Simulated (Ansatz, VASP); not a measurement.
**One calculation of KCdI3, two programs**

```
CELL_PARAMETERS angstrom
5.93699 0.00000 0.00000
0.00000 5.93699 0.00000
0.00000 0.00000 5.99636
ATOMIC_POSITIONS crystal
K 0.00000 0.00000 0.00000
Cd 0.50000 0.50000 0.50000
I 0.50000 0.50000 0.00000
I 0.50000 0.00000 0.50000
I 0.00000 0.50000 0.50000
```

Change from the starting cell: uniaxial_z strain +1.0%.

Alike in both runs: task single point; functional PBE; k mesh 4 × 4 × 4; occupations fermi-dirac, width 0.02 eV; no spin polarisation.

|  | VASP | Ansatz |
| --- | --- | --- |
| version | VASP 6.6.1 | Ansatz 0.2.0 |
| potentials or method | VASP PAW PBE potentials, release 64 (K_sv, Cd, I) | plane waves, PAW |
| plane-wave cutoff (eV) | 520 | 420 |
| valence electrons in the cell | 42 | 80 |

|  | VASP | Ansatz | Ansatz less VASP |
| --- | --- | --- | --- |
| pressure (GPa) | 0.4 | 0.4 | -0.06 |
| traceless stress, the component that is largest in VASP (GPa) | -0.15 | -0.15 | +0.004 |

The functional is the same, so the differences come from potentials, cutoffs and numerics. VASP's potentials hold 42 valence electrons a cell and Ansatz's 80, so a difference there can come from the potentials and not from the codes.

Neither program's run includes spin-orbit coupling.
